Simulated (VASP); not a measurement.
# Ge (I4_1/amd) in VASP: single point with r2SCAN

Aim: the single point of Ge with r2SCAN.

Program: VASP 6.6.1. These are calculated values, not measurements. Logs are shortened: lines on timing, memory, paths and dates and some standing lists are left out, and cuts for length are marked.

### Step 1. The cell of the first run

It takes space group I4_1/amd (No. 141, tetragonal). The conventional cell has a = 5.149 Å, b = 5.149 Å, c = 2.795 Å, α = 90.00°, β = 90.00°, γ = 90.00°. Within 3.5 Å of Ge (site symmetry -4m2) lie 10 Ge at 2.67 to 3.32 Å.

### Step 2. Single point, r2SCAN

The input, POSCAR:

```
Ge
1.0
   -2.5744897190      2.5744897190      1.3974126432
    2.5744897190     -2.5744897190      1.3974126432
    2.5744897190      2.5744897190     -1.3974126432
Ge
2
Direct
    0.2500000000      0.7500000000      0.5000000000
    0.5000000000      0.5000000000      0.0000000000
```

The input, INCAR.step1:

```
PREC = Accurate
ENCUT = 520
ISMEAR = 0
SIGMA = 0.15
LREAL = F
LASPH = T
NELM = 60
NBANDS = 21
GGA = PE
ALGO = Normal
EDIFF = 1E-4
LWAVE = T
LCHARG = F
```

The input, INCAR.step2:

```
PREC = Accurate
ENCUT = 520
EDIFF = 1E-6
ISMEAR = 0
SIGMA = 0.15
LREAL = F
LASPH = T
NELM = 60
ALGO = Normal
ISIF = 2
LWAVE = F
LCHARG = T
METAGGA = R2SCAN
LMIXTAU = T
LELF = T
LVHAR = T
NBANDS = 21
ISTART = 1
```

The input, KPOINTS:

```
Automatic mesh
0
Gamma
  22 22 22
```

Potentials or basis: VASP PAW PBE potentials, release 64 (Ge_d).

Started as:

```sh
> cat potpaw_PBE.64/Ge_d/POTCAR > POTCAR
> cp INCAR.step1 INCAR
> mpirun -np 1 vasp_std > vasp.out
> cp INCAR.step2 INCAR
> mpirun -np 1 vasp_std > vasp.out
```

OUTCAR:

```text
PREC = Accurate
   ENCUT = 520
   EDIFF = 1E-6
   ISMEAR = 0
   LREAL = F
   LASPH = T
   NELM = 60
   ISIF = 2
   METAGGA = R2SCAN
   ISTART = 1

 ion  position               nearest neighbor table
   1  0.250  0.750  0.500-   2 2.67   2 2.67   2 2.67   2 2.67
   2  0.500  0.500  0.000-   1 2.67   1 2.67   1 2.67   1 2.67

  LATTYP: Found a body centered tetragonal cell.
 ALAT       =     5.1489794380
 C/A-ratio  =     0.5427920853

  Lattice vectors:

 A1 = (  -2.5744897190,   2.5744897190,   1.3974126432)
 A2 = (   2.5744897190,  -2.5744897190,   1.3974126432)
 A3 = (   2.5744897190,   2.5744897190,  -1.3974126432)

Analysis of symmetry for initial positions (statically):
=====================================================================
 Subroutine PRICEL returns:
 Original cell was already a primitive cell.

 Routine SETGRP: Setting up the symmetry group for a
 body centered tetragonal supercell.

 Subroutine GETGRP returns: Found 16 space group operations
 (whereof  8 operations were pure point group operations)
 out of a pool of 16 trial point group operations.

The static configuration has the point symmetry D_2d.
 The point group associated with its full space group is D_4h.

Analysis of symmetry for dynamics (positions and initial velocities):
=====================================================================
 Subroutine PRICEL returns:
 Original cell was already a primitive cell.

 Routine SETGRP: Setting up the symmetry group for a
 body centered tetragonal supercell.

 Subroutine GETGRP returns: Found 16 space group operations
 (whereof  8 operations were pure point group operations)
 out of a pool of 16 trial point group operations.

The dynamic configuration has the point symmetry D_2d.
 The point group associated with its full space group is D_4h.

 Subroutine INISYM returns: Found 16 space group operations
 (whereof  8 operations are pure point group operations),
 and found     1 'primitive' translations

----------------------------------------------------------------------------------------

                                     Primitive cell

  volume of cell :      37.0482

  direct lattice vectors                    reciprocal lattice vectors
    -2.574489719  2.574489719  1.397412643     0.000000000  0.194213244  0.357804119
     2.574489719 -2.574489719  1.397412643     0.194213244  0.000000000  0.357804119
     2.574489719  2.574489719 -1.397412643     0.194213244  0.194213244  0.000000000

  length of vectors
[... 81 lines left out ...]
   NELM   =     60;   NELMIN=  2; NELMDL=  0     # of ELM steps
   EDIFF  = 0.1E-05   stopping-criterion for ELM
   LREAL  =      F    real-space projection
   EDIFFG = 0.1E-04   stopping-criterion for IOM
   NSW    =      0    number of steps for IOM
   IBRION =     -1    ionic relax: 0-MD 1-quasi-New 2-CG
   NFREE  =      0    steps in history (QN), initial steepest desc. (CG)
   ISIF   =      2    stress and relaxation
   ISYM   =      2    0-nonsym 1-usesym 2-fastsym
   POTIM  = 0.5000    time-step for ionic-motion
   TEBEG  =    0.0;   TEEND  =   0.0 temperature during run
   PSTRESS=    0.0 pullay stress
   NELECT =      28.0000    total number of electrons
   NUPDOWN=      -1.0000    fix difference up-down
   EMIN   =  10.00;   EMAX   =-10.00  energy-range for DOS
   EFERMI =   0.00;   METHOD = LEGACY
   ISMEAR =     0;   SIGMA  =   0.15  broadening in eV -4-tet -1-fermi 0-gaus
   EFERMI_NEDOS =   21; number of points for ismear=-14 and -15
   IALGO  =     38    algorithm
   IMIX   =      4    mixing-type and parameters
     AMIX     =   0.40;   BMIX     =  1.00
     AMIX_MAG =   1.60;   BMIX_MAG =  1.00
  volume/ion in A,a.u.               =      18.52       125.01
  Fermi-wavevector in a.u.,A,eV,Ry     =   1.491209  2.817976 30.255333  2.223704
  Thomas-Fermi vector in A             =   2.603893
   LORBIT       =      0    0 simple, 1 ext, 2 COOP (PROOUT), +10 PAW based schemes
   METAGGA = R2SCAN    functional components
   LHFCALC =     F    Hartree Fock is set to
   AEXX    =    0.0000 exact exchange contribution
   IVDW    =     0    specifies the selected vdW correction
   LEPSILON=     F    determine dielectric tensor
   LRPA    =     F    only Hartree local field effects (RPA)
 non-spin polarized calculation
 Gauss-broadening in eV      SIGMA  =   0.15
  energy-cutoff  :      520.00
  volume of cell :       37.05
 maximum number of plane-waves:      1029
 NGX is ok and might be reduce to    30
   NGX = 15   NGY = 15   NGZ = 15

 number of electron      28.0000028 magnetization

 Free energy of the ion-electron system (eV)
  ---------------------------------------------------
  ext. energy  EPLUGINS =         0.00000000
  ---------------------------------------------------
  free energy    TOTEN  =       -27.02964828 eV

  energy without entropy =      -27.02177430  energy(sigma->0) =      -27.02571129

 E-fermi :   6.6749     XC(G=0): -12.3785

 val. band max:        6.6727074978   @ k =  -0.4091   0.0455   0.0000
 cond. band min:       6.6753570762   @ k =   0.5000   0.1364   0.0455
 fundamental gap:      0.0026495784
 Fermi energy:         6.6748612160

 k-point     1 :       0.0000    0.0000    0.0000
  band No.  band energies     occupation
      1     -18.8090      2.00000
      2     -18.7626      2.00000
      3     -18.7302      2.00000
      4     -18.7264      2.00000
      5     -18.6142      2.00000
      6     -18.6142      2.00000
[... 565 lines left out ...]
     20      18.2400      0.00000
     21      19.9907      0.00000

 [... further k-points ...]

------------------------ aborting loop because EDIFF is reached ----------------------------------------

  FORCE on cell =-STRESS in cart. coord.  units (eV):
  Direction    XX          YY          ZZ          XY          YZ          ZX
  --------------------------------------------------------------------------------------
  -------------------------------------------------------------------------------------
  Total       -0.0238312     -0.0238312      0.2797629      0.0000000      0.0000000      0.0000000
  in kB       -1.0305985     -1.0305985     12.0985595      0.0000000      0.0000000      0.0000000
  external PRESSURE =       3.3457875 kB  Pullay stress =       0.0000000 kB

 VOLUME and BASIS-vectors are now :
 -----------------------------------------------------------------------------
  energy-cutoff  :      520.00
  volume of cell :       37.05
      direct lattice vectors                 reciprocal lattice vectors
    -2.574489719  2.574489719  1.397412643     0.000000000  0.194213244  0.357804119
     2.574489719 -2.574489719  1.397412643     0.194213244  0.000000000  0.357804119
     2.574489719  2.574489719 -1.397412643     0.194213244  0.194213244  0.000000000

 POSITION                                       TOTAL-FORCE (eV/Angst)
 -----------------------------------------------------------------------------------
      2.57449      0.00000      0.69871        -0.000000      0.000000     -0.000000
      0.00000      0.00000      1.39741         0.000000     -0.000000      0.000000
 -----------------------------------------------------------------------------------
    total drift:                                0.000000     -0.000000      0.000000

  FREE ENERGIE OF THE ION-ELECTRON SYSTEM (eV)
  ---------------------------------------------------
  free  energy   TOTEN  =       -27.0296482805 eV

  energy  without entropy=      -27.0217743022  energy(sigma->0) =      -27.02571129
```

It took 74 min on 1 thread of AMD EPYC 9755, shared host; peak memory 0.55 GiB.

Results:

* Free energy: -27.0296 eV
* Pressure: 0.3 GPa
* Band gap on the k mesh: zero (bands 14 and 15 overlap by 5.56 eV)

Caveat: the PAW data sets were made with another functional, which shifts forces and pressure a little.
